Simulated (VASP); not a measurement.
# BiTe (Fm-3m) in VASP: elastic constants with PBEsol

Aim: the elastic constants of BiTe with PBEsol.

Program: VASP 6.6.1. These are calculated values, not measurements. Logs are shortened: lines on timing, memory, paths and dates and some standing lists are left out, and cuts for length are marked.

## (1) The cell of the first run

Symmetry: Fm-3m, No. 225, cubic system. Conventional cell: a = 6.401 Å, b = 6.401 Å, c = 6.401 Å, α = 90.00°, β = 90.00°, γ = 90.00°. Within 4.2 Å of Bi (site symmetry m-3m) lie 6 Te at 3.20 Å. Te (site symmetry m-3m) has 6 Bi at 3.20 Å within 4.2 Å.

## (2) Elastic constants, PBEsol

INCAR

```
SYSTEM = BiTe
PREC = Accurate
ENCUT = 600
EDIFF = 1E-8
ISMEAR = -1
SIGMA = 0.15
LREAL = .FALSE.
LASPH = .TRUE.
NELM = 100
ALGO = Normal
ISIF = 3
LWAVE = .FALSE.
LCHARG = .FALSE.
GGA = PS
IBRION = 6
NFREE = 2
POTIM = 0.015
NSW = 1
```

KPOINTS

```
regular mesh
0
G
  12 12 12
  0 0 0
```

POSCAR

```
BiTe
1.0
    0.0000000000      3.2005777449      3.2005777449
    3.2005777449      0.0000000000      3.2005777449
    3.2005777449      3.2005777449      0.0000000000
Bi Te
1 1
Direct
    0.0000000000      0.0000000000      0.0000000000
    0.5000000000      0.5000000000      0.5000000000
```

Potentials or basis: VASP PAW PBE potentials, release 64 (Bi_d, Te).

Command:

```sh
$ cat potpaw_PBE.64/Bi_d/POTCAR potpaw_PBE.64/Te/POTCAR > POTCAR
$ mpirun -np 1 vasp_std > vasp.out
```

OUTCAR:

```text
SYSTEM = BiTe
   PREC = Accurate
   ENCUT = 600
   EDIFF = 1E-8
   ISMEAR = -1
   LREAL = .FALSE.
   LASPH = .TRUE.
   NELM = 100
   ISIF = 3
   GGA = PS
   IBRION = 6
   NFREE = 2
   POTIM = 0.015
   NSW = 1

 ion  position               nearest neighbor table
   1  0.000  0.000  0.000-   2 3.20   2 3.20   2 3.20   2 3.20   2 3.20   2 3.20
   2  0.500  0.500  0.500-   1 3.20   1 3.20   1 3.20   1 3.20   1 3.20   1 3.20

  LATTYP: Found a face centered cubic cell.
 ALAT       =     6.4011554898

  Lattice vectors:

 A1 = (   0.0000000000,   3.2005777449,   3.2005777449)
 A2 = (   3.2005777449,   0.0000000000,   3.2005777449)
 A3 = (   3.2005777449,   3.2005777449,   0.0000000000)

Analysis of symmetry for initial positions (statically):
=====================================================================
 Subroutine PRICEL returns:
 Original cell was already a primitive cell.

 Routine SETGRP: Setting up the symmetry group for a
 face centered cubic supercell.

 Subroutine GETGRP returns: Found 48 space group operations
 (whereof 48 operations were pure point group operations)
 out of a pool of 48 trial point group operations.

The static configuration has the point symmetry O_h .

Analysis of symmetry for dynamics (positions and initial velocities):
=====================================================================
 Subroutine PRICEL returns:
 Original cell was already a primitive cell.

 Routine SETGRP: Setting up the symmetry group for a
 face centered cubic supercell.

 Subroutine GETGRP returns: Found 48 space group operations
 (whereof 48 operations were pure point group operations)
 out of a pool of 48 trial point group operations.

The dynamic configuration has the point symmetry O_h .

 Subroutine INISYM returns: Found 48 space group operations
 (whereof 48 operations are pure point group operations),
 and found     1 'primitive' translations

----------------------------------------------------------------------------------------

                                     Primitive cell

  volume of cell :      65.5715

  direct lattice vectors                    reciprocal lattice vectors
     0.000000000  3.200577745  3.200577745    -0.156221795  0.156221795  0.156221795
     3.200577745  0.000000000  3.200577745     0.156221795 -0.156221795  0.156221795
     3.200577745  3.200577745  0.000000000     0.156221795  0.156221795 -0.156221795

  length of vectors
     4.526300454  4.526300454  4.526300454     0.270584086  0.270584086  0.270584086

  position of ions in fractional coordinates (direct lattice)
     0.000000000  0.000000000  0.000000000
     0.500000000  0.500000000  0.500000000

  ion indices of the primitive-cell ions
   primitive index   ion index
                 1           1
                 2           2

----------------------------------------------------------------------------------------

 KPOINTS: regular mesh

Automatic generation of k-mesh.
 Grid dimensions read from file:
 generate k-points for:   12   12   12

 Generating k-lattice:

  Cartesian coordinates                     Fractional coordinates (reciprocal lattice)
    -0.013018483  0.013018483  0.013018483     0.083333333  0.000000000  0.000000000
     0.013018483 -0.013018483  0.013018483     0.000000000  0.083333333  0.000000000
[... 109 lines left out ...]

  FORCE on cell =-STRESS in cart. coord.  units (eV):
  Direction    XX          YY          ZZ          XY          YZ          ZX
  --------------------------------------------------------------------------------------
  -------------------------------------------------------------------------------------
  Total        0.0043470      0.0043470      0.0043470     -0.0000000     -0.0000000     -0.0000000
  in kB        0.1062144      0.1062144      0.1062144     -0.0000000     -0.0000000     -0.0000000
  external PRESSURE =       0.1062144 kB  Pullay stress =       0.0000000 kB
[... 89 lines left out ...]
  FREE ENERGIE OF THE ION-ELECTRON SYSTEM (eV)
  ---------------------------------------------------
  free  energy   TOTEN  =        -8.0329214156 eV

  energy  without entropy=       -7.9355496166  energy(sigma->0) =       -7.98423552

[... ionic steps 4 to 14 ...]

--------------------------------------- Ionic step       15  -------------------------------------------

 number of electron      21.0000002 magnetization

------------------------ aborting loop because EDIFF is reached ----------------------------------------
[... 67 lines left out ...]
--------------------------------------- Ionic step       17  -------------------------------------------

 number of electron      21.0000004 magnetization

 Free energy of the ion-electron system (eV)
  ---------------------------------------------------
  ext. energy  EPLUGINS =         0.00000000
  ---------------------------------------------------
  free energy    TOTEN  =        -8.03837068 eV

  energy without entropy =       -7.93930640  energy(sigma->0) =       -7.98883854

 E-fermi :   6.8896     XC(G=0):  -9.7356

 val. band max:        6.8399173869   @ k =   0.2500   0.0833  -0.4167
 cond. band min:       6.8918911167   @ k =   0.3333   0.0000   0.0000
 fundamental gap:      0.0519737298
 Fermi energy:         6.8896493135

 k-point     1 :       0.0000    0.0000    0.0000
  band No.  band energies     occupation
      1     -16.1968      2.00000
      2     -16.1967      2.00000
      3     -16.1902      2.00000
      4     -16.1902      2.00000
      5     -16.1901      2.00000
      6      -6.8768      2.00000
      7      -1.1358      2.00000
      8       4.2684      2.00000
      9       4.2694      2.00000
     10       4.2694      2.00000
     11       9.0995      0.00000
     12       9.0995      0.00000
     13       9.1012      0.00000
     14      11.4712      0.00000
[... 377 lines left out ...]
      1     -16.2037      2.00000
      2     -16.2003      2.00000
      3     -16.1870      2.00000
      4     -16.1834      2.00000
      5     -16.1820      2.00000
      6      -4.7909      2.00000
      7      -4.2929      2.00000
      8       2.9091      2.00000
      9       4.2696      2.00000
     10       4.3997      2.00000
     11       7.0818      0.43482
     12       7.1053      0.38376
     13       8.8669      0.00000
     14      12.9857      0.00000

 [... further k-points ...]
[... 5 lines left out ...]
  --------------------------------------------------------------------------------------
  -------------------------------------------------------------------------------------
  Total        0.0080307      0.0052144      0.0052144      0.0000000      0.0000000     -0.0000000
  in kB        0.1962233      0.1274081      0.1274081      0.0000000      0.0000000     -0.0000000
  external PRESSURE =       0.1503465 kB  Pullay stress =       0.0000000 kB
[... 17 lines left out ...]
  FREE ENERGIE OF THE ION-ELECTRON SYSTEM (eV)
  ---------------------------------------------------
  free  energy   TOTEN  =        -8.0383706801 eV

  energy  without entropy=       -7.9393063968  energy(sigma->0) =       -7.98883854

 INTERNAL STRAIN TENSORS FROM STRAINED CELLS
 ============================================

 INTERNAL STRAIN TENSOR FOR ION    1 for displacements in x,y,z  (eV/Angst):
          X           Y           Z          XY          YZ          ZX
  --------------------------------------------------------------------------------
  x     0.00000    -0.00000     0.00000    -0.00000    -0.00000     0.00000
  y     0.00000    -0.00000    -0.00000     0.00000    -0.00000     0.00000
  z    -0.00000     0.00000    -0.00000    -0.00000     0.00000     0.00000

 INTERNAL STRAIN TENSORS FROM DISPLACED ATOMS
 ============================================

 INTERNAL STRAIN TENSOR FOR ION    1 for displacements in x,y,z  (eV/Angst):
          X           Y           Z          XY          YZ          ZX
  --------------------------------------------------------------------------------
  x     0.00000     0.00000     0.00000     0.00000     0.00000     0.00000
  y     0.00000     0.00000     0.00000     0.00000     0.00000     0.00000
  z     0.00000     0.00000     0.00000     0.00000     0.00000     0.00000

 INTERNAL STRAIN TENSOR FOR ION    2 for displacements in x,y,z  (eV/Angst):
          X           Y           Z          XY          YZ          ZX
  --------------------------------------------------------------------------------
  x     0.00000     0.00000     0.00000     0.00000     0.00000     0.00000
  y     0.00000     0.00000     0.00000     0.00000     0.00000     0.00000
  z     0.00000     0.00000     0.00000     0.00000     0.00000     0.00000

 Eigenvectors and eigenvalues of the dynamical matrix
 ----------------------------------------------------

   1 f  =    2.920524 THz    18.350191 2PiTHz   97.418180 cm-1    12.078310 meV
             X         Y         Z           dx          dy          dz
      0.000000  0.000000  0.000000     0.000000    0.616805    0.000000
      3.200578  3.200578  3.200578     0.000000   -0.787116    0.000000
[... 21 lines left out ...]
   6 f/i=    0.004035 THz     0.025351 2PiTHz    0.134585 cm-1     0.016686 meV
             X         Y         Z           dx          dy          dz
      0.000000  0.000000  0.000000     0.000000    0.000000    0.787116
      3.200578  3.200578  3.200578     0.000000    0.000000    0.616805

--------------------------------------------------------------------------------------------------------

 ELASTIC MODULI CONTR FROM IONIC RELAXATION (kBar)
 Direction    XX          YY          ZZ          XY          YZ          ZX
 --------------------------------------------------------------------------------
 XX           0.0000      0.0000      0.0000      0.0000      0.0000      0.0000
 YY           0.0000      0.0000      0.0000      0.0000      0.0000      0.0000
 ZZ           0.0000      0.0000      0.0000      0.0000      0.0000      0.0000
 XY           0.0000      0.0000      0.0000      0.0000      0.0000      0.0000
 YZ           0.0000      0.0000      0.0000      0.0000      0.0000      0.0000
 ZX           0.0000      0.0000      0.0000      0.0000      0.0000      0.0000
 --------------------------------------------------------------------------------

 TOTAL ELASTIC MODULI (kBar)
 Direction    XX          YY          ZZ          XY          YZ          ZX
 --------------------------------------------------------------------------------
 XX        1173.3831    220.5059    220.5059      0.0000     -0.0000      0.0000
 YY         220.5059   1173.3831    220.5059     -0.0000     -0.0000     -0.0000
 ZZ         220.5059    220.5059   1173.3831     -0.0000     -0.0000     -0.0000
 XY           0.0000     -0.0000     -0.0000    -12.9367      0.0000      0.0000
 YZ          -0.0000     -0.0000     -0.0000      0.0000    -12.9367      0.0000
 ZX           0.0000     -0.0000     -0.0000      0.0000      0.0000    -12.9367
 --------------------------------------------------------------------------------
```

Wall time 1.8 h (1 thread of Oxide Virtual Turin-like, shared host); peak memory 0.91 GiB.

What came out:

```
Elastic constants C11, C12, C44                         : 117, 22, -1 GPa
Voigt bulk modulus                                      : 54 GPa
Highest phonon frequency at Γ, LO-TO splitting left out : 97 cm⁻¹
```

Phonon frequencies in cm⁻¹ (negative: imaginary):
```csv
q point,frequencies
"(0.000, 0.000, 0.000)",0 0 0 97 97 97
```

Elastic tensor in Voigt notation (GPa, in the Cartesian axes of the cell as first typed):
```
117  22  22   0   0   0
 22 117  22   0   0   0
 22  22 117   0   0   0
  0   0   0  -1   0   0
  0   0   0   0  -1   0
  0   0   0   0   0  -1
```

Clamped-ion elastic tensor (GPa):
```
117  22  22   0   0   0
 22 117  22   0   0   0
 22  22 117   0   0   0
  0   0   0  -1   0   0
  0   0   0   0  -1   0
  0   0   0   0   0  -1
```

Caveat: the elastic tensor has a negative eigenvalue, so either the cell is unstable as it stands or the mesh is too thin; the PAW data sets were made with another functional, which shifts forces and pressure a little; spin-orbit coupling is left out, which moves the levels of the heavy elements.
